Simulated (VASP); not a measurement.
Runs of VASP 6.6.1 on Mg. The structure is that of space group Im-3m (No. 229), or close to it. The cells are those of the table. 

| cell | gap on the mesh (eV) | pressure (GPa) |
| --- | --- | --- |
| a = 2.599 Å, angles 109.5°, 1 atom | none | 51.0 |
| a = 2.514 Å, angles 109.5°, 1 atom | none | (c) |
| a = 2.536 Å, angles 109.5°, 1 atom | none | (a) |
| a = 2.557 Å, angles 109.5°, 1 atom | none | 61.5 |
| a = 2.492 Å, angles 109.5°, 1 atom | none | 81.6 |
| a = 2.579 Å, angles 109.5°, 1 atom | none | (b) |
| a = 2.640 Å, angles 109.5°, 1 atom | none | 42.4 |
| a = 2.620 Å, angles 109.5°, 1 atom | none | 46.5 |
| a = 2.469 Å, angles 109.5°, 1 atom | none | 89.7 |

Alike in all rows: task single point; level PBEsol; potentials or basis VASP PAW PBE potentials, release 64 (Mg); no spin polarisation; k mesh 11 × 11 × 11; cutoff (eV) 520; smearing gaussian 0.1 eV.

**Question.** Estimate the missing entries.

**Answer.** (a) 67.5; (b) 56.0; (c) 74.2.

Caveats: the PAW data sets were made with another functional, which shifts forces and pressure a little.

A gap of «none» marks levels without a gap at the run's occupations.
